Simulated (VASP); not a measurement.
# N (P2_1/m) in VASP: further runs

N is run at these levels: r2SCAN; tasks: single point.

All numbers are computed with VASP 6.6.1; they aren't measurements. Logs are shortened: lines on timing, memory, paths and dates and some standing lists are left out, and cuts for length are marked.

## 1. The cell of the first run

It takes space group P2_1/m (No. 11, monoclinic). Conventional cell: a = 3.629 Å, b = 5.890 Å, c = 3.629 Å, α = 90.00°, β = 120.00°, γ = 90.00°. Within 4.6 Å of N (site symmetry m) lie 12 N at 3.51 to 3.70 Å.

## 2. Single point, r2SCAN, collinear spin, ferromagnetic start (+0.000) A along [1 1 0] and z)

The input, POSCAR:

```
N
1.0
    3.6290016496      0.0000000000      0.0000000000
   -1.8145008248      3.1428076190      0.0000000000
    0.0000000000      0.0000000000      5.8900000000
N
2
Direct
    0.2718643576      0.6216682533      0.2500000000
    0.6666666667      0.3333333333      0.7500000000
```

The input, INCAR.step1:

```
ALGO = Normal ; EDIFF = 1E-4
ENCUT = 520 ; GGA = PE
ISMEAR = 0 ; ISPIN = 2
LASPH = T ; LCHARG = F
LREAL = F ; LWAVE = T
MAGMOM = 3.2 3.2 ; NBANDS = 16
NELM = 150 ; PREC = Accurate
SIGMA = 0.05
```

The input, INCAR.step2:

```
ALGO = Normal ; EDIFF = 1E-6
ENCUT = 520 ; ISIF = 2
ISMEAR = 0 ; ISPIN = 2
ISTART = 1 ; LASPH = T
LCHARG = F ; LMIXTAU = T
LORBIT = 11 ; LREAL = F
LWAVE = F ; MAGMOM = 3.2 3.2
METAGGA = R2SCAN ; NBANDS = 16
NELM = 150 ; PREC = Accurate
SIGMA = 0.05
```

The input, KPOINTS:

```
k-points
0
Gamma
  6 6 4
```

Potentials or basis: VASP PAW PBE potentials, release 64 (N).

On the command line:

```console
> cat potpaw_PBE.64/N/POTCAR > POTCAR
> cp INCAR.step1 INCAR
> mpirun -np 1 vasp_std > vasp.out
> cp INCAR.step2 INCAR
> mpirun -np 1 vasp_std > vasp.out
```

OUTCAR:

```text
EDIFF = 1E-6
   ENCUT = 520
   ISIF = 2
   ISMEAR = 0
   ISPIN = 2
   ISTART = 1
   LASPH = T
   LORBIT = 11
   LREAL = F
   METAGGA = R2SCAN
   NELM = 150
   PREC = Accurate

 ion  position               nearest neighbor table
   1  0.272  0.622  0.250-
   2  0.667  0.333  0.750-

  LATTYP: Found a hexagonal cell.
 ALAT       =     3.6290016496
 C/A-ratio  =     1.6230359114

  Lattice vectors:

 A1 = (   3.6290016496,   0.0000000000,   0.0000000000)
 A2 = (  -1.8145008248,   3.1428076190,   0.0000000000)
 A3 = (   0.0000000000,   0.0000000000,   5.8900000000)

Analysis of symmetry for initial positions (statically):
=====================================================================
 Subroutine PRICEL returns:
 Original cell was already a primitive cell.

 Routine SETGRP: Setting up the symmetry group for a
 hexagonal supercell.

 Subroutine GETGRP returns: Found  4 space group operations
 (whereof  1 operations were pure point group operations)
 out of a pool of 24 trial point group operations.

The static configuration has the point symmetry C_1 .
 The point group associated with its full space group is C_2h.

Analysis of symmetry for dynamics (positions and initial velocities):
=====================================================================
 Subroutine PRICEL returns:
 Original cell was already a primitive cell.

 Routine SETGRP: Setting up the symmetry group for a
 hexagonal supercell.

 Subroutine GETGRP returns: Found  4 space group operations
 (whereof  1 operations were pure point group operations)
 out of a pool of 24 trial point group operations.

The dynamic configuration has the point symmetry C_1 .
 The point group associated with its full space group is C_2h.

Analysis of structural, dynamic, and magnetic symmetry:
=====================================================================
 Subroutine PRICEL returns:
 Original cell was already a primitive cell.

 Routine SETGRP: Setting up the symmetry group for a
 hexagonal supercell.

 Subroutine GETGRP returns: Found  4 space group operations
 (whereof  1 operations were pure point group operations)
 out of a pool of 24 trial point group operations.

The overall configuration has the point symmetry C_1 .
 The point group associated with its full space group is C_2h.

 Subroutine INISYM returns: Found  4 space group operations
 (whereof  1 operations are pure point group operations),
 and found     1 'primitive' translations

----------------------------------------------------------------------------------------

                                     Primitive cell

  volume of cell :      67.1769

  direct lattice vectors                    reciprocal lattice vectors
     3.629001650  0.000000000  0.000000000     0.275557880  0.159093416  0.000000000
    -1.814500825  3.142807619  0.000000000     0.000000000  0.318186832  0.000000000
     0.000000000  0.000000000  5.890000000     0.000000000  0.000000000  0.169779287

  length of vectors
     3.629001650  3.629001650  5.890000000     0.318186832  0.318186832  0.169779287

  position of ions in fractional coordinates (direct lattice)
     0.271864358  0.621668253  0.250000000
     0.666666667  0.333333333  0.750000000

  ion indices of the primitive-cell ions
   primitive index   ion index
                 1           1
                 2           2

----------------------------------------------------------------------------------------

 KPOINTS: k-points

Automatic generation of k-mesh.
 Grid dimensions read from file:
 generate k-points for:    6    6    4

 Generating k-lattice:

  Cartesian coordinates                     Fractional coordinates (reciprocal lattice)
     0.045926313  0.026515569  0.000000000     0.166666667  0.000000000  0.000000000
     0.000000000  0.053031139  0.000000000     0.000000000  0.166666667  0.000000000
     0.000000000  0.000000000  0.042444822     0.000000000  0.000000000  0.250000000

  Length of vectors
     0.053031139  0.053031139  0.042444822

  Shift w.r.t. Gamma in fractional coordinates (k-lattice)
     0.000000000  0.000000000  0.000000000

 Subroutine IBZKPT returns following result:
 ===========================================

 Found     60 irreducible k-points:

 Following reciprocal coordinates:
            Coordinates               Weight
  0.000000  0.000000  0.000000      1.000000
  0.166667  0.000000  0.000000      2.000000
  0.000000  0.166667  0.000000      2.000000
 -0.166667  0.166667  0.000000      2.000000
  0.333333  0.000000  0.000000      2.000000
  0.000000  0.333333  0.000000      2.000000
[... 16 lines left out ...]
  0.000000  0.166667  0.250000      4.000000
 -0.166667  0.166667  0.250000      4.000000
 [... further k-points ...]
   k-points           NKPTS =     60   k-points in BZ     NKDIM =     60   number of bands    NBANDS=     16
   number of dos      NEDOS =    301   number of ions     NIONS =      2
   total plane-waves  NPLWV =  37632
   dimension x,y,z NGX =    28 NGY =   28 NGZ =   48
   dimension x,y,z NGXF=    56 NGYF=   56 NGZF=   96
   ions per type =               2
   NGX,Y,Z   is equivalent  to a cutoff of  12.83, 12.83, 13.55 a.u.
   NGXF,Y,Z  is equivalent  to a cutoff of  25.65, 25.65, 27.10 a.u.
 SYSTEM =  unknown system
   PREC   = accura    normal or accurate (medium, high low for compatibility)
   ISTART =      1    job   : 0-new  1-cont  2-samecut
   ICHARG =      0    charge: 1-file 2-atom 10-const
   ISPIN  =      2    spin polarized calculation?
   LNONCOLLINEAR =      F non collinear calculations
   LSORBIT =      F    spin-orbit coupling
   LASPH  =      T    aspherical Exc in radial PAW
   ENCUT  =  520.0 eV  38.22 Ry    6.18 a.u.   6.75  6.75 10.95*2*pi/ulx,y,z
   NELM   =    150;   NELMIN=  2; NELMDL=  0     # of ELM steps
   EDIFF  = 0.1E-05   stopping-criterion for ELM
   LREAL  =      F    real-space projection
   EDIFFG = 0.1E-04   stopping-criterion for IOM
   NSW    =      0    number of steps for IOM
   IBRION =     -1    ionic relax: 0-MD 1-quasi-New 2-CG
   NFREE  =      0    steps in history (QN), initial steepest desc. (CG)
   ISIF   =      2    stress and relaxation
   ISYM   =      2    0-nonsym 1-usesym 2-fastsym
   POTIM  = 0.5000    time-step for ionic-motion
   TEBEG  =    0.0;   TEEND  =   0.0 temperature during run
   PSTRESS=    0.0 pullay stress
   NELECT =      10.0000    total number of electrons
   NUPDOWN=      -1.0000    fix difference up-down
   EMIN   =  10.00;   EMAX   =-10.00  energy-range for DOS
   EFERMI =   0.00;   METHOD = LEGACY
   ISMEAR =     0;   SIGMA  =   0.05  broadening in eV -4-tet -1-fermi 0-gaus
   EFERMI_NEDOS =   21; number of points for ismear=-14 and -15
   IALGO  =     38    algorithm
   IMIX   =      4    mixing-type and parameters
     AMIX     =   0.40;   BMIX     =  1.00
     AMIX_MAG =   1.60;   BMIX_MAG =  1.00
  volume/ion in A,a.u.               =      33.59       226.67
  Fermi-wavevector in a.u.,A,eV,Ry     =   0.867630  1.639584 10.242227  0.752782
  Thomas-Fermi vector in A             =   1.986192
   LORBIT       =     11    0 simple, 1 ext, 2 COOP (PROOUT), +10 PAW based schemes
   METAGGA = R2SCAN    functional components
   LHFCALC =     F    Hartree Fock is set to
   AEXX    =    0.0000 exact exchange contribution
   IVDW    =     0    specifies the selected vdW correction
   LEPSILON=     F    determine dielectric tensor
   LRPA    =     F    only Hartree local field effects (RPA)
 spin polarized calculation
 Gauss-broadening in eV      SIGMA  =   0.05
  energy-cutoff  :      520.00
  volume of cell :       67.18
 maximum number of plane-waves:      1834
   NGX = 13   NGY = 13   NGZ = 21

 number of electron      10.0000000 magnetization       6.0000000

 Free energy of the ion-electron system (eV)
  ---------------------------------------------------
  ext. energy  EPLUGINS =         0.00000000
  ---------------------------------------------------
  free energy    TOTEN  =        -8.87301250 eV

  energy without entropy =       -8.87301250  energy(sigma->0) =       -8.87301250

 E-fermi :  -5.7101     XC(G=0):  -5.3216

 val. band max:       -5.9950894384   @ k =   0.0000   0.0000   0.0000
 cond. band min:      -2.0801539370   @ k =   0.0000   0.0000   0.0000
 fundamental gap:      3.9149355014
 Fermi energy:        -5.7101303040

 spin component 1

 k-point     1 :       0.0000    0.0000    0.0000
  band No.  band energies     occupation
      1     -19.2397      1.00000
      2     -18.9543      1.00000
      3      -7.2047      1.00000
      4      -6.1563      1.00000
      5      -6.1139      1.00000
      6      -6.0377      1.00000
[... 8 lines left out ...]
     15      14.1055      0.00000
     16      14.8183      0.00000
[... 419 lines left out ...]
 k-point    24 :      -0.1667    0.1667    0.2500
  band No.  band energies     occupation
      1     -19.1445      1.00000
      2     -18.9650      1.00000
      3      -6.9772      1.00000
      4      -6.3939      1.00000
      5      -6.3121      1.00000
      6      -6.1822      1.00000
[... 8 lines left out ...]
     15      13.2351      0.00000
     16      13.9346      0.00000

 [... further k-points ...]

 spin component 2

 k-point     1 :       0.0000    0.0000    0.0000
  band No.  band energies     occupation
      1     -13.2806      1.00000
      2     -12.7801      1.00000
      3      -2.0802      0.00000
      4      -0.1005      0.00000
      5      -0.0325      0.00000
      6       0.0939      0.00000
[... 8 lines left out ...]
     15      16.7261      0.00000
     16      17.4797      0.00000
[... 419 lines left out ...]
 k-point    24 :      -0.1667    0.1667    0.2500
  band No.  band energies     occupation
      1     -13.1176      1.00000
      2     -12.8017      1.00000
      3      -1.6858      0.00000
      4      -0.6649      0.00000
      5      -0.4207      0.00000
      6      -0.1584      0.00000
[... 8 lines left out ...]
     15      15.8569      0.00000
     16      16.4882      0.00000

 [... further k-points ...]

------------------------ aborting loop because EDIFF is reached ----------------------------------------

  FORCE on cell =-STRESS in cart. coord.  units (eV):
  Direction    XX          YY          ZZ          XY          YZ          ZX
  --------------------------------------------------------------------------------------
  -------------------------------------------------------------------------------------
  Total        0.0750083      0.0556820      0.0843393      0.0092406      0.0000000      0.0000000
  in kB        1.7889559      1.3280217      2.0115007      0.2203883      0.0000000      0.0000000
  external PRESSURE =       1.7094928 kB  Pullay stress =       0.0000000 kB

 VOLUME and BASIS-vectors are now :
 -----------------------------------------------------------------------------
  energy-cutoff  :      520.00
  volume of cell :       67.18
      direct lattice vectors                 reciprocal lattice vectors
     3.629001650  0.000000000  0.000000000     0.275557880  0.159093416  0.000000000
    -1.814500825  3.142807619  0.000000000     0.000000000  0.318186832  0.000000000
     0.000000000  0.000000000  5.890000000     0.000000000  0.000000000  0.169779287

 POSITION                                       TOTAL-FORCE (eV/Angst)
 -----------------------------------------------------------------------------------
     -0.14142      1.95378      1.47250         0.008800      0.006838      0.000000
      1.81450      1.04760      4.41750        -0.008800     -0.006838     -0.000000
 -----------------------------------------------------------------------------------
    total drift:                               -0.000005      0.000003     -0.000000

  FREE ENERGIE OF THE ION-ELECTRON SYSTEM (eV)
  ---------------------------------------------------
  free  energy   TOTEN  =        -8.8730125004 eV

  energy  without entropy=       -8.8730125004  energy(sigma->0) =       -8.87301250

 total charge

# of ion       s       p       d       tot
------------------------------------------
    1        1.359   1.940   0.000   3.299
    2        1.359   1.940   0.000   3.299
--------------------------------------------------
tot          2.718   3.880   0.000   6.598

 magnetization (x)

# of ion       s       p       d       tot
------------------------------------------
    1        0.050   1.940   0.000   1.990
    2        0.050   1.940   0.000   1.990
--------------------------------------------------
tot          0.101   3.880   0.000   3.981
```

Run time: 5.6 min. Hardware: 1 thread of Intel Xeon Platinum 8259CL at 2.50GHz (Skylake/Cascade Lake), shared host; peak memory 0.27 GiB.

What came out:

| Item | Value |
| --- | --- |
| Free energy | -8.8730 eV |
| Pressure | 0.2 GPa |
| Largest force | 0.011 eV/Å |
| Band gap on the k mesh | 3.91 eV |
| Net moment | 6.00 μB per cell |
| Site moments | N +1.99 μB |
| Valence electrons inside the program's atomic spheres | N 3.30 |

Forces on the atoms (eV/Å):
```
N    0.009  0.007  0.000
N   -0.009 -0.007  0.000
```

Caveat: the cell differs from its parent crystal (+0.000) A along [1 1 0] and z); the atoms stand far beyond bonding distance; the PAW data sets were made with another functional, which shifts forces and pressure a little. A k mesh can miss the band edges.

## 3. Single point, r2SCAN, collinear spin, ferromagnetic start (+0.000) A along [1 1 0] and z)

POSCAR: that of step 2 with these lines changed.

```diff
@@ -8,3 +8,3 @@
 Direct
-    0.2718643576      0.6216682533      0.2500000000
+    0.3948023091      0.7116650800      0.2500000000
     0.6666666667      0.3333333333      0.7500000000
```

The input, INCAR.step1:

```
PREC = Accurate ; ENCUT = 520
ISMEAR = 0 ; SIGMA = 0.05
LREAL = F ; LASPH = T
NELM = 150 ; ISPIN = 2
MAGMOM = 3.2 3.2 ; NBANDS = 16
GGA = PE ; ALGO = Normal
EDIFF = 1E-4 ; LWAVE = T
LCHARG = F
```

The input, INCAR.step2:

```
PREC = Accurate ; ENCUT = 520
EDIFF = 1E-7 ; ISMEAR = 0
SIGMA = 0.05 ; LREAL = F
LASPH = T ; NELM = 150
ALGO = Normal ; ISIF = 2
LWAVE = F ; LCHARG = F
ISPIN = 2 ; MAGMOM = 3.2 3.2
LORBIT = 11 ; METAGGA = R2SCAN
LMIXTAU = T ; NBANDS = 16
ISTART = 1
```

The input, KPOINTS:

```
regular mesh
0
Gamma
  6 6 4
```

Potentials or basis: VASP PAW PBE potentials, release 64 (N).

On the command line:

```console
> cat potpaw_PBE.64/N/POTCAR > POTCAR
> cp INCAR.step1 INCAR
> mpirun -np 1 vasp_std > vasp.out
> cp INCAR.step2 INCAR
> mpirun -np 1 vasp_std > vasp.out
```

It took 6.5 min on 1 thread of Intel Xeon Platinum 8259CL at 2.50GHz (Skylake/Cascade Lake), shared host; peak memory 0.27 GiB.

The run converged. Its results:

```
Free energy                                           : -8.8732 eV
Pressure                                              : 0.2 GPa
Largest force                                         : 0.008 eV/Å
Band gap on the k mesh                                : 3.91 eV
Net moment                                            : 6.00 μB per cell
Site moments                                          : N +1.99 μB
Valence electrons inside the program's atomic spheres : N 3.30
```

Forces on the atoms (eV/Å):
```
N   -0.005 -0.007  0.000
N    0.005  0.007  0.000
```

Levels at points of the mesh, in eV from the valence-band top:
Spin up:
```tsv
k point	band 4	band 5	band 6	band 7	band 8	band 9	band 10	band 11	band 12	band 13
(0.00, 0.00, 0.00)	-0.16	-0.12	-0.05	0.00	0.00	8.31	12.26	12.60	18.85	19.22
(0.50, 0.00, 0.00)	-0.82	-0.72	-0.39	-0.16	-0.13	11.95	12.18	12.94	14.24	15.78
(0.00, 0.50, 0.00)	-0.88	-0.56	-0.38	-0.34	-0.14	11.92	12.14	13.43	14.46	15.08
(0.50, 0.50, 0.00)	-0.86	-0.61	-0.38	-0.29	-0.15	11.93	12.15	13.29	14.42	15.26
(0.00, 0.00, 0.50)	-0.65	-0.08	-0.08	-0.08	-0.08	9.66	9.66	15.96	15.96	19.26
(0.50, 0.00, 0.50)	-1.10	-0.32	-0.32	-0.26	-0.26	12.14	12.14	13.37	13.37	16.64
(0.00, 0.50, 0.50)	-1.15	-0.29	-0.29	-0.23	-0.23	12.15	12.15	13.32	13.32	16.45
(0.50, 0.50, 0.50)	-1.14	-0.31	-0.31	-0.22	-0.22	12.15	12.15	13.33	13.33	16.48
```
Spin down:
```
           k point  band 1  band 2  band 3  band 4  band 5  band 6
(0.00, 0.00, 0.00)   -7.29   -6.79    3.91    5.89    5.96    6.09
(0.50, 0.00, 0.00)   -6.84   -6.61    4.03    4.67    4.88    5.47
(0.00, 0.50, 0.00)   -6.77   -6.68    4.16    4.54    5.12    5.49
(0.50, 0.50, 0.00)   -6.79   -6.66    4.12    4.58    5.04    5.49
(0.00, 0.00, 0.50)   -7.05   -7.05    4.88    4.88    6.02    6.02
(0.50, 0.00, 0.50)   -6.72   -6.72    4.13    4.13    5.60    5.60
(0.00, 0.50, 0.50)   -6.72   -6.72    4.05    4.05    5.66    5.66
(0.50, 0.50, 0.50)   -6.72   -6.72    4.06    4.06    5.63    5.63
```

Caveat: the cell differs from its parent crystal (+0.000) A along [1 1 0] and z); the atoms stand far beyond bonding distance; the PAW data sets were made with another functional, which shifts forces and pressure a little. A k mesh can miss the band edges.
